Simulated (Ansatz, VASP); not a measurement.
HfO2 in VASP and in Ansatz

File POSCAR:

```
HfO2
1.0
    5.2472091409      0.0000000000      0.0000000000
    0.0000000000      5.0307626710      0.0000000000
    0.0000000000      0.0000000000      5.0597813407
Hf O
4 8
Direct
    0.0129852918      0.2568033653      0.2190394780
    0.4870147092      0.2568033653      0.7190394780
    0.5129852918      0.7431966327      0.2190394780
    0.9870147092      0.7431966327      0.7190394780
    0.3273749169      0.0613678489      0.3909954268
    0.1726250841      0.0613678489      0.8909954268
    0.7733953601      0.4510834354      0.5029650952
    0.7266046409      0.4510834354      1.0029650952
    0.2266046409      0.5489165686      1.0029650952
    0.2733953541      0.5489165686      0.5029650952
    0.8273749169      0.9386321491      0.3909954268
    0.6726250841      0.9386321491      0.8909954268
```

INCAR.step1

```
SYSTEM = HfO2
PREC = Accurate
ENCUT = 520
ISMEAR = 0
SIGMA = 0.01
LREAL = .False.
LASPH = .True.
NELM = 100
NBANDS = 56
GGA = PE
ALGO = Normal
EDIFF = 1E-4
LWAVE = .True.
LCHARG = .False.
```

Contents of INCAR.step2:

```
SYSTEM = HfO2
PREC = Accurate
ENCUT = 520
EDIFF = 1E-7
ISMEAR = 0
SIGMA = 0.01
LREAL = .False.
LASPH = .True.
NELM = 100
ALGO = Normal
ISIF = 2
LWAVE = .False.
LCHARG = .False.
METAGGA = R2SCAN
LMIXTAU = .True.
NBANDS = 56
ISTART = 1
```

File KPOINTS:

```
Automatic mesh
0
Gamma
  6 6 6
  0 0 0
```

Input for Ansatz:

```yaml
crystal:
  lattice:
    - [5.2472091409, 0.0, 0.0]
    - [0.0, 5.030762671, 0.0]
    - [0.0, 0.0, 5.0597813407]
  atoms:
    - { symbol: Hf, position: [0.0129852918, 0.2568033653, 0.219039478] }
    - { symbol: Hf, position: [0.4870147092, 0.2568033653, 0.719039478] }
    - { symbol: Hf, position: [0.5129852918, 0.7431966327, 0.219039478] }
    - { symbol: Hf, position: [0.9870147092, 0.7431966327, 0.719039478] }
    - { symbol: O, position: [0.3273749169, 0.0613678489, 0.3909954268] }
    - { symbol: O, position: [0.1726250841, 0.0613678489, 0.8909954268] }
    - { symbol: O, position: [0.7733953601, 0.4510834354, 0.5029650952] }
    - { symbol: O, position: [0.7266046409, 0.4510834354, 1.0029650952] }
    - { symbol: O, position: [0.2266046409, 0.5489165686, 1.0029650952] }
    - { symbol: O, position: [0.2733953541, 0.5489165686, 0.5029650952] }
    - { symbol: O, position: [0.8273749169, 0.9386321491, 0.3909954268] }
    - { symbol: O, position: [0.6726250841, 0.9386321491, 0.8909954268] }
basis:
  ecutwfc: 500
  xc_grid: 2
kpoints:
  mp_grid: { grid: [6, 6, 6] }
hamiltonian:
  xc: r2scan
  pseudopotentials: { kind: paw, azcp: { folder: soft_1 } }
scf:
  occupations: { method: fixed }
output:
  forces: true
  stress: true
  eigenvalues: true
  polarization: {}
```

Change from the starting cell: polar distortion scaled by 0.40.

Alike in both runs: task single point; functional r2SCAN; k mesh 6 × 6 × 6; no spin polarisation.

```csv
,VASP,Ansatz
version,VASP 6.6.1,Ansatz 0.2.0
potentials or method,"VASP PAW PBE potentials, release 64 (Hf_pv, O), cutoff 520 eV","scalar-relativistic, plane waves, PAW"
occupations,"gaussian, width 0.01 eV",fixed
valence electrons in the cell,88,152
```

```tsv
	VASP	Ansatz	Ansatz less VASP
gap on the k mesh at the Fermi level (eV)	4.55	4.61	+0.062
least direct gap on the mesh (eV)	5.07	5.12	+0.051
pressure (GPa)	-0.7	3.1	+3.76
traceless stress, the component that is largest in VASP (GPa)	-6.67	-6.45	+0.215
rms of the force components (eV/Å)	0.436	0.451	+0.0148
```

VASP's potentials were made for PBE, not for r2SCAN. Atom by atom the forces differ by 0.024 eV/Å (rms over components). VASP's potentials hold 88 valence electrons a cell and Ansatz's 152, so a difference there can come from the potentials and not from the codes.

Neither program's run includes spin-orbit coupling.
